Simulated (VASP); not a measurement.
# MgH2: relaxation of cell and atoms with r2SCAN

The system is MgH2.

```
Mg H
1.0
     0.00000    2.38107    2.38107
     2.38107    0.00000    2.38107
     2.38107    2.38107    0.00000
Mg H
1 2
Direct
  0.00000 0.00000 0.00000
  0.75000 0.75000 0.75000
  0.25000 0.25000 0.25000
```

```yaml
Program: VASP 6.6.1
Task: relaxation of cell and atoms
Functional: r2SCAN
Potentials_or_basis: VASP PAW PBE potentials, release 64 (Mg, H)
Cutoff: 600 eV
k_mesh: 16 × 16 × 16
Occupations: gaussian, width 0.1 eV
Spin: no spin polarisation
Dipole_correction: no
Further_INCAR_settings: ALGO = Normal; EDIFF = 1e-06; IBRION = 2; EDIFFG = -0.005; NSW = 100; ISIF = 3
```

The relaxed volume is 8.73 Å³/atom, the relaxed cell is a = 3.334 Å, b = 3.334 Å, c = 3.334 Å, α = 60.00°, β = 60.00°, γ = 60.00° and the space group after relaxing (to 0.1 Å) is Fm-3m (No. 225). The energy gained by relaxing is 1.6 meV/atom, the ionic steps are 4 and the pressure after relaxing is 0.0 GPa. The band gap on the k mesh is zero (bands 2 and 3 overlap by 0.95 eV).

The path:
```tsv
step	energy change (eV)	largest force (eV/Å)	pressure (GPa)	volume (Å³)
1	0.0000	0.0000	-1.82	27.00
2	-0.0035	0.0000	-0.95	26.60
3	-0.0047	0.0000	-0.15	26.26
4	-0.0047	0.0000	0.00	26.20
```

Final structure:
```yaml
crystal:
  lattice:
    - [0.00000, 2.35735, 2.35735]
    - [2.35735, 0.00000, 2.35735]
    - [2.35735, 2.35735, 0.00000]
  atoms:
    - { symbol: Mg, position: [0.00000, 0.00000, 0.00000] }
    - { symbol: H, position: [0.75000, 0.75000, 0.75000] }
    - { symbol: H, position: [0.25000, 0.25000, 0.25000] }
```

Levels at points of the mesh, in eV from the Fermi level:
| k point | band 1 | band 2 | band 3 | band 4 | band 5 | band 6 |
| --- | --- | --- | --- | --- | --- | --- |
| (0.00, 0.00, 0.00) | -10.77 | 0.67 | 9.63 | 9.63 | 9.63 | 12.95 |
| (0.50, 0.00, 0.00) | -6.29 | -6.23 | 7.14 | 8.01 | 9.43 | 9.43 |
| (0.50, 0.50, 0.00) | -6.39 | -2.86 | -0.29 | 4.95 | 4.95 | 8.77 |

It took 2 min on 1 thread of Intel(R) Xeon(R) 6975P-C (Granite Rapids), on a shared host, peak memory 0.19 GiB.

Caveat: the PAW data sets were made with another functional, which shifts forces and pressure a little.
